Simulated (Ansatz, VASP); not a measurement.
**SiO2: VASP beside Ansatz**

```
Si O
1.0
     4.25942   -8.12846    0.00000
     4.25942    8.12846    0.00000
     0.00000    0.00000    5.25142
Si O
6 12
Cartesian
  1.7587 3.1890 1.3129
  1.7587 -3.1890 3.9386
  6.7602 3.1890 1.3129
  6.7602 -3.1890 3.9386
  4.2594 0.9263 1.3129
  4.2594 -0.9263 3.9386
  2.1297 4.0642 2.6257
  2.1297 -4.0642 2.6257
  2.1297 -4.0642 0.0000
  2.1297 4.0642 0.0000
  2.7527 1.8394 1.3129
  2.7527 -1.8394 3.9386
  5.7662 1.8394 1.3129
  5.7662 -1.8394 3.9386
  4.2594 -5.3767 1.3129
  4.2594 5.3767 3.9386
  4.2594 0.0000 0.0000
  4.2594 0.0000 2.6257
```

Change from the starting cell: strain +0.1312 x Voigt [1, 0, 0, 0, 0, 0], atoms carried along.

Alike in both runs: task single point; functional PBEsol; k mesh 4 × 4 × 4; occupations gaussian, width 0.05 eV; no spin polarisation.

```csv
,VASP,Ansatz
version,VASP 6.6.1,Ansatz 0.2.0
potentials or method,"VASP PAW PBE potentials, release 64 (Si, O), cutoff 520 eV","scalar-relativistic, plane waves, PAW"
valence electrons in the cell,96,96
```

|  | VASP | Ansatz | Ansatz less VASP |
| --- | --- | --- | --- |
| gap on the k mesh at the Fermi level (eV) | 3.97 | 3.97 | 0.000 |
| least direct gap on the mesh (eV) | 3.97 | 3.97 | 0.000 |
| pressure (GPa) | -11.8 | -12.0 | -0.20 |
| traceless stress, the component that is largest in VASP (GPa) | -14.62 | -14.47 | +0.148 |
| rms of the force components (eV/Å) | 0.963 | 0.946 | -0.0171 |

VASP's potentials were made for PBE, not for PBEsol. Atom by atom the forces differ by 0.019 eV/Å (rms over components).
